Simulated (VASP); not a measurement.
A run of VASP 6.6.1 is set up as follows.

INCAR

```
PREC = Accurate ; ENCUT = 600
EDIFF = 1E-6 ; ISMEAR = -1
SIGMA = 0.1 ; LREAL = F
LASPH = T ; NELM = 80
ALGO = Normal ; ISIF = 3
LWAVE = F ; LCHARG = F
GGA = PE ; IBRION = 2
NSW = 80 ; EDIFFG = -0.002
PSTRESS = 106.0
```

Contents of KPOINTS:

```
regular mesh
0
Gamma
  18 18 18
```

The input POSCAR:

```
Ta
1.0
   -1.6283441404      1.6283441404      1.6283441404
    1.6283441404     -1.6283441404      1.6283441404
    1.6283441404      1.6283441404     -1.6283441404
Ta
1
Direct
    0.0000000000      0.0000000000      0.0000000000
```

Potentials or basis: VASP PAW PBE potentials, release 64 (Ta_pv).

Launch:

```bash
$ cat potpaw_PBE.64/Ta_pv/POTCAR > POTCAR
$ mpirun -np 1 vasp_std > vasp.out
```

(1) What does it give for the relaxed volume?

(2) Estimate the relaxed cell.

(3) Predict the space group after relaxing (to 0.05 Å).

Answers

(1) 17.42 Å³/atom.

(2) a = 2.829 Å, b = 2.829 Å, c = 2.829 Å, α = 109.47°, β = 109.47°, γ = 109.47°.

(3) Im-3m (No. 229).

Caveat: the cell is relaxed towards a set pressure, so the enthalpy falls and the energy may rise.
